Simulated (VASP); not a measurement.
# TiO2 (P4_2/mnm) in VASP: a series of runs

TiO2 is run at these levels: LDA; tasks: single point.

Program: VASP 6.6.1. These are calculated values, not measurements. Logs are shortened: lines on timing, memory, paths and dates and some standing lists are left out, and cuts for length are marked.

**1. The cell of the first run**

The structure is tetragonal, space group P4_2/mnm (No. 136). Conventional cell: a = 4.527 Å, b = 4.527 Å, c = 2.789 Å, α = 90.00°, β = 90.00°, γ = 90.00°. Within 2.5 Å of Ti (site symmetry mmm) lie 6 O at 1.88 to 1.95 Å. O (site symmetry m2m) has 3 Ti at 1.88 to 1.95 Å and 11 O at 2.51 to 2.79 Å within 2.8 Å.

**2. Single point, LDA (9.53 Å³/atom)**

INCAR reads:

```
ALGO     = Normal         # electronic algorithm
EDIFF    = 1E-7           # SCF threshold, eV
ENCUT    = 520            # plane-wave cutoff, eV
ISIF     = 2              # what is computed and relaxed
ISMEAR   = 0              # smearing method
LASPH    = T              # aspherical terms in the spheres
LCHARG   = F              # write CHGCAR
LREAL    = F              # projectors in reciprocal space
LWAVE    = F              # write WAVECAR
NBANDS   = 33             # bands
NELM     = 100            # most SCF steps
PREC     = Accurate       # precision mode
SIGMA    = 0.05           # smearing width, eV
```

KPOINTS reads:

```
k-points
0
Gamma
  8 8 10
```

POSCAR reads:

```
TiO2
1.0
    4.5269275040      0.0000000000      0.0000000000
    0.0000000000      4.5269275040      0.0000000000
    0.0000000000      0.0000000000      2.7890400352
Ti O
2 4
Direct
    0.0000000000      0.0000000000      0.0000000000
    0.5000000000      0.5000000000      0.5000000000
    0.3039457556      0.3039457556      0.0000000000
    0.1960542444      0.8039457556      0.5000000000
    0.6960542444      0.6960542444      0.0000000000
    0.8039457556      0.1960542444      0.5000000000
```

Potentials or basis: VASP PAW LDA potentials, release 64 (Ti_sv, O).

Launch:

```console
$ cat potpaw_LDA.64/Ti_sv/POTCAR potpaw_LDA.64/O/POTCAR > POTCAR
$ mpirun -np 1 vasp_std > vasp.out
```

OUTCAR:

```text
EDIFF = 1E-7
   ENCUT = 520
   ISIF = 2
   ISMEAR = 0
   LASPH = T
   LREAL = F
   NELM = 100
   PREC = Accurate

 ion  position               nearest neighbor table
   1  0.000  0.000  0.000-   4 1.88   6 1.88   4 1.88   6 1.88   5 1.95   3 1.95
   2  0.500  0.500  0.500-   3 1.88   5 1.88   3 1.88   5 1.88   4 1.95   6 1.95
   3  0.304  0.304  0.000-   2 1.88   2 1.88   1 1.95
   4  0.196  0.804  0.500-   1 1.88   1 1.88   2 1.95
   5  0.696  0.696  0.000-   2 1.88   2 1.88   1 1.95
   6  0.804  0.196  0.500-   1 1.88   1 1.88   2 1.95

  LATTYP: Found a simple tetragonal cell.
 ALAT       =     4.5269275040
 C/A-ratio  =     0.6161000000

  Lattice vectors:

 A1 = (   4.5269275040,   0.0000000000,   0.0000000000)
 A2 = (   0.0000000000,   4.5269275040,   0.0000000000)
 A3 = (   0.0000000000,   0.0000000000,   2.7890400352)

Analysis of symmetry for initial positions (statically):
=====================================================================
 Subroutine PRICEL returns:
 Original cell was already a primitive cell.

 Routine SETGRP: Setting up the symmetry group for a
 simple tetragonal supercell.

 Subroutine GETGRP returns: Found 16 space group operations
 (whereof  8 operations were pure point group operations)
 out of a pool of 16 trial point group operations.

The static configuration has the point symmetry D_2h.
 The point group associated with its full space group is D_4h.

Analysis of symmetry for dynamics (positions and initial velocities):
=====================================================================
 Subroutine PRICEL returns:
 Original cell was already a primitive cell.

 Routine SETGRP: Setting up the symmetry group for a
 simple tetragonal supercell.

 Subroutine GETGRP returns: Found 16 space group operations
 (whereof  8 operations were pure point group operations)
 out of a pool of 16 trial point group operations.

The dynamic configuration has the point symmetry D_2h.
 The point group associated with its full space group is D_4h.

 Subroutine INISYM returns: Found 16 space group operations
 (whereof  8 operations are pure point group operations),
 and found     1 'primitive' translations

----------------------------------------------------------------------------------------

                                     Primitive cell

  volume of cell :      57.1560

  direct lattice vectors                    reciprocal lattice vectors
     4.526927504  0.000000000  0.000000000     0.220900379  0.000000000  0.000000000
     0.000000000  4.526927504  0.000000000     0.000000000  0.220900379  0.000000000
     0.000000000  0.000000000  2.789040035     0.000000000  0.000000000  0.358546305

  length of vectors
     4.526927504  4.526927504  2.789040035     0.220900379  0.220900379  0.358546305

  position of ions in fractional coordinates (direct lattice)
     0.000000000  0.000000000  0.000000000
     0.500000000  0.500000000  0.500000000
     0.303945756  0.303945756  0.000000000
     0.196054244  0.803945756  0.500000000
     0.696054244  0.696054244  0.000000000
     0.803945756  0.196054244  0.500000000

  ion indices of the primitive-cell ions
   primitive index   ion index
                 1           1
                 2           2
                 3           3
                 4           4
                 5           5
                 6           6

----------------------------------------------------------------------------------------

 KPOINTS: k-points

Automatic generation of k-mesh.
 Grid dimensions read from file:
 generate k-points for:    8    8   10

 Generating k-lattice:

  Cartesian coordinates                     Fractional coordinates (reciprocal lattice)
     0.027612547  0.000000000  0.000000000     0.125000000  0.000000000  0.000000000
     0.000000000  0.027612547  0.000000000     0.000000000  0.125000000  0.000000000
     0.000000000  0.000000000  0.035854631     0.000000000  0.000000000  0.100000000

  Length of vectors
     0.027612547  0.027612547  0.035854631

  Shift w.r.t. Gamma in fractional coordinates (k-lattice)
     0.000000000  0.000000000  0.000000000

 Subroutine IBZKPT returns following result:
 ===========================================

 Found     90 irreducible k-points:

 Following reciprocal coordinates:
            Coordinates               Weight
  0.000000  0.000000  0.000000      1.000000
  0.125000  0.000000  0.000000      4.000000
  0.250000  0.000000  0.000000      4.000000
  0.375000  0.000000  0.000000      4.000000
  0.500000  0.000000  0.000000      2.000000
  0.125000  0.125000  0.000000      4.000000
[... 16 lines left out ...]
  0.375000  0.125000  0.100000     16.000000
  0.500000  0.125000  0.100000      8.000000
 [... further k-points ...]
   k-points           NKPTS =     90   k-points in BZ     NKDIM =     90   number of bands    NBANDS=     33
   number of dos      NEDOS =    301   number of ions     NIONS =      6
   total plane-waves  NPLWV =  31104
   dimension x,y,z NGX =    36 NGY =   36 NGZ =   24
   dimension x,y,z NGXF=    72 NGYF=   72 NGZF=   48
   ions per type =               2   4
   NGX,Y,Z   is equivalent  to a cutoff of  13.22, 13.22, 14.31 a.u.
   NGXF,Y,Z  is equivalent  to a cutoff of  26.44, 26.44, 28.61 a.u.
 SYSTEM =  unknown system
   PREC   = accura    normal or accurate (medium, high low for compatibility)
   ISTART =      0    job   : 0-new  1-cont  2-samecut
   ICHARG =      2    charge: 1-file 2-atom 10-const
   ISPIN  =      1    spin polarized calculation?
   LNONCOLLINEAR =      F non collinear calculations
   LSORBIT =      F    spin-orbit coupling
   LASPH  =      T    aspherical Exc in radial PAW
   ENCUT  =  520.0 eV  38.22 Ry    6.18 a.u.   8.42  8.42  5.19*2*pi/ulx,y,z
   NELM   =    100;   NELMIN=  2; NELMDL= -5     # of ELM steps
   EDIFF  = 0.1E-06   stopping-criterion for ELM
   LREAL  =      F    real-space projection
   EDIFFG = 0.1E-05   stopping-criterion for IOM
   NSW    =      0    number of steps for IOM
   IBRION =     -1    ionic relax: 0-MD 1-quasi-New 2-CG
   NFREE  =      0    steps in history (QN), initial steepest desc. (CG)
   ISIF   =      2    stress and relaxation
   ISYM   =      2    0-nonsym 1-usesym 2-fastsym
   POTIM  = 0.5000    time-step for ionic-motion
   TEBEG  =    0.0;   TEEND  =   0.0 temperature during run
   PSTRESS=    0.0 pullay stress
   NELECT =      48.0000    total number of electrons
   NUPDOWN=      -1.0000    fix difference up-down
   EMIN   =  10.00;   EMAX   =-10.00  energy-range for DOS
   EFERMI =   0.00;   METHOD = LEGACY
   ISMEAR =     0;   SIGMA  =   0.05  broadening in eV -4-tet -1-fermi 0-gaus
   EFERMI_NEDOS =   21; number of points for ismear=-14 and -15
   IALGO  =     38    algorithm
   IMIX   =      4    mixing-type and parameters
     AMIX     =   0.40;   BMIX     =  1.00
     AMIX_MAG =   1.60;   BMIX_MAG =  1.00
  volume/ion in A,a.u.               =       9.53        64.28
  Fermi-wavevector in a.u.,A,eV,Ry     =   1.544548  2.918772 32.458430  2.385627
  Thomas-Fermi vector in A             =   2.650053
   LORBIT       =      0    0 simple, 1 ext, 2 COOP (PROOUT), +10 PAW based schemes
   GGA     = CA    functional components
   LHFCALC =     F    Hartree Fock is set to
   AEXX    =    0.0000 exact exchange contribution
   IVDW    =     0    specifies the selected vdW correction
   LEPSILON=     F    determine dielectric tensor
   LRPA    =     F    only Hartree local field effects (RPA)
 non-spin polarized calculation
 Gauss-broadening in eV      SIGMA  =   0.05
  energy-cutoff  :      520.00
  volume of cell :       57.16
 maximum number of plane-waves:      1560
 NGX is ok and might be reduce to    36
   NGX = 17   NGY = 17   NGZ = 11

 number of electron      48.0000006 magnetization

 Free energy of the ion-electron system (eV)
  ---------------------------------------------------
  ext. energy  EPLUGINS =         0.00000000
  ---------------------------------------------------
  free energy    TOTEN  =       -58.47998967 eV

  energy without entropy =      -58.47998967  energy(sigma->0) =      -58.47998967

 E-fermi :   5.6877     XC(G=0): -12.4489

 val. band max:        5.3374779964   @ k =   0.0000   0.0000   0.0000
 cond. band min:       7.3705178163   @ k =   0.0000   0.0000   0.0000
 fundamental gap:      2.0330398200
 Fermi energy:         5.6876536966

 k-point     1 :       0.0000    0.0000    0.0000
  band No.  band energies     occupation
      1     -50.3671      2.00000
      2     -50.3396      2.00000
      3     -27.1920      2.00000
      4     -27.1920      2.00000
      5     -26.9355      2.00000
      6     -26.9355      2.00000
[... 25 lines left out ...]
     32      12.9968      0.00000
     33      13.0135      0.00000

 k-point     2 :       0.1250    0.0000    0.0000
  band No.  band energies     occupation
      1     -50.3660      2.00000
      2     -50.3406      2.00000
      3     -27.1848      2.00000
      4     -27.1841      2.00000
      5     -26.9447      2.00000
      6     -26.9438      2.00000
[... 25 lines left out ...]
     32      12.9376      0.00000
     33      12.9494      0.00000

 k-point     3 :       0.2500    0.0000    0.0000
  band No.  band energies     occupation
      1     -50.3630      2.00000
      2     -50.3436      2.00000
      3     -27.1647      2.00000
      4     -27.1622      2.00000
      5     -26.9693      2.00000
      6     -26.9667      2.00000
[... 25 lines left out ...]
     32      12.7934      0.00000
     33      12.8263      0.00000

 k-point     4 :       0.3750    0.0000    0.0000
  band No.  band energies     occupation
      1     -50.3585      2.00000
      2     -50.3480      2.00000
      3     -27.1371      2.00000
      4     -27.1338      2.00000
      5     -27.0005      2.00000
      6     -26.9970      2.00000
[... 673 lines left out ...]
     32      12.3746      0.00000
     33      12.7741      0.00000

 k-point    23 :       0.3750    0.1250    0.1000
  band No.  band energies     occupation
      1     -50.3496      2.00000
      2     -50.3404      2.00000
      3     -27.1508      2.00000
      4     -27.1011      2.00000
      5     -27.0163      2.00000
      6     -26.9624      2.00000
[... 25 lines left out ...]
     32      12.2635      0.00000
     33      12.6326      0.00000

 k-point    24 :       0.5000    0.1250    0.1000
  band No.  band energies     occupation
      1     -50.3450      2.00000
      2     -50.3450      2.00000
      3     -27.1226      2.00000
      4     -27.1226      2.00000
      5     -26.9943      2.00000
      6     -26.9943      2.00000
[... 25 lines left out ...]
     32      12.0737      0.00000
     33      12.6395      0.00000

 [... further k-points ...]

------------------------ aborting loop because EDIFF is reached ----------------------------------------

  FORCE on cell =-STRESS in cart. coord.  units (eV):
  Direction    XX          YY          ZZ          XY          YZ          ZX
  --------------------------------------------------------------------------------------
  -------------------------------------------------------------------------------------
  Total        4.8720658      4.8720658     11.6739265     -0.0000000      0.0000000      0.0000000
  in kB      136.5720714    136.5720714    327.2394911     -0.0000000      0.0000000      0.0000000
  external PRESSURE =     200.1278779 kB  Pullay stress =       0.0000000 kB

 VOLUME and BASIS-vectors are now :
 -----------------------------------------------------------------------------
  energy-cutoff  :      520.00
  volume of cell :       57.16
      direct lattice vectors                 reciprocal lattice vectors
     4.526927504  0.000000000  0.000000000     0.220900379  0.000000000  0.000000000
     0.000000000  4.526927504  0.000000000     0.000000000  0.220900379  0.000000000
     0.000000000  0.000000000  2.789040035     0.000000000  0.000000000  0.358546305

 POSITION                                       TOTAL-FORCE (eV/Angst)
 -----------------------------------------------------------------------------------
      0.00000      0.00000      0.00000        -0.000000     -0.000000     -0.000000
      2.26346      2.26346      1.39452        -0.000000     -0.000000     -0.000000
      1.37594      1.37594      0.00000        -0.377784     -0.377784      0.000000
      0.88752      3.63940      1.39452         0.377784     -0.377784      0.000000
      3.15099      3.15099      0.00000         0.377784      0.377784     -0.000000
      3.63940      0.88752      1.39452        -0.377784      0.377784     -0.000000
 -----------------------------------------------------------------------------------
    total drift:                                0.000000      0.000000      0.000000

  FREE ENERGIE OF THE ION-ELECTRON SYSTEM (eV)
  ---------------------------------------------------
  free  energy   TOTEN  =       -58.4799896673 eV

  energy  without entropy=      -58.4799896673  energy(sigma->0) =      -58.47998967
```

Run time: 89 s. Hardware: 1 thread of Intel Xeon 6975P-C (Granite Rapids), shared host; peak memory 0.24 GiB.

Results:

```
Free energy            : -58.4800 eV
Pressure               : 20.0 GPa
Largest force          : 0.534 eV/Å
Band gap on the k mesh : 2.03 eV
```

Forces in eV/Å, atoms in the order of the input:
```
Ti   0.000  0.000  0.000
Ti   0.000  0.000  0.000
O   -0.378 -0.378  0.000
O    0.378 -0.378  0.000
O    0.378  0.378  0.000
O   -0.378  0.378  0.000
```

Caveat: the cell stands under pressure. A k mesh can miss the band edges.

(Continued in part 2 of 2.)
